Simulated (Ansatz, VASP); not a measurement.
## One calculation of IrRu2, two programs

INCAR

```
PREC = Accurate
ENCUT = 520
EDIFF = 1E-6
ISMEAR = 0
SIGMA = 0.1
LREAL = False
LASPH = True
NELM = 60
ALGO = Fast
ISIF = 2
LWAVE = False
LCHARG = True
GGA = PE
LELF = True
LVHAR = True
NBANDS = 46
```

KPOINTS

```
regular mesh
0
Gamma
  6 6 2
```

Contents of POSCAR:

```
IrRu2
1.0
    2.7016003800      0.0000000000      0.0000000000
   -1.3508001900      2.3396545600      0.0000000000
    0.0000000000      0.0000000000     12.9594568600
Ru Ir
4 2
Direct
    0.3333333300      0.6666666700      0.9166666700
    0.3333333300      0.6666666700      0.5833333300
    0.6666666700      0.3333333300      0.0833333300
    0.6666666700      0.3333333300      0.4166666700
    0.3333333300      0.6666666700      0.2500000000
    0.6666666700      0.3333333300      0.7500000000
```

Input for Ansatz:

```yaml
crystal:
  lattice:
    - [2.70160038, 0.0, 0.0]
    - [-1.35080019, 2.33965456, 0.0]
    - [0.0, 0.0, 12.95945686]
  atoms:
    - { symbol: Ru, position: [0.33333333, 0.66666667, 0.91666667] }
    - { symbol: Ru, position: [0.33333333, 0.66666667, 0.58333333] }
    - { symbol: Ru, position: [0.66666667, 0.33333333, 0.08333333] }
    - { symbol: Ru, position: [0.66666667, 0.33333333, 0.41666667] }
    - { symbol: Ir, position: [0.33333333, 0.66666667, 0.25] }
    - { symbol: Ir, position: [0.66666667, 0.33333333, 0.75] }
basis:
  ecutwfc: 420
kpoints:
  mp_grid: { grid: [6, 6, 2] }
hamiltonian:
  xc: pbe
scf:
  occupations: { method: gaussian, width: 0.1 }
  lower_state_search: "off"
output:
  forces: true
  stress: true
  eigenvalues: true
```

Alike in both runs: task single point; functional PBE; k mesh 6 × 6 × 2; occupations gaussian, width 0.1 eV; no spin polarisation.

|  | VASP | Ansatz |
| --- | --- | --- |
| version | VASP 6.6.1 | Ansatz 0.2.0 |
| potentials or method | VASP PAW PBE potentials, release 64 (Ru_pv, Ir), cutoff 520 eV | scalar-relativistic, plane waves, PAW |
| valence electrons in the cell | 74 | 98 |

```tsv
	VASP	Ansatz	Ansatz less VASP
gap on the k mesh at the Fermi level (eV)	none	none	-
pressure (GPa)	10.5	10.3	-0.17
traceless stress, the component that is largest in VASP (GPa)	-9.15	-9.21	-0.060
rms of the force components (eV/Å)	0.299	0.287	-0.0120
```

Atom by atom the forces differ by 0.012 eV/Å (rms over components). A gap of «none» marks a metal or a gap that the smearing closes. With one functional, cell and mesh, what is left measures potentials, basis and numerics. VASP's potentials hold 74 valence electrons a cell and Ansatz's 98, so a difference there can come from the potentials and not from the codes.

The k mesh is coarse, so the values compare programs but aren't converged. Neither program's run includes spin-orbit coupling.
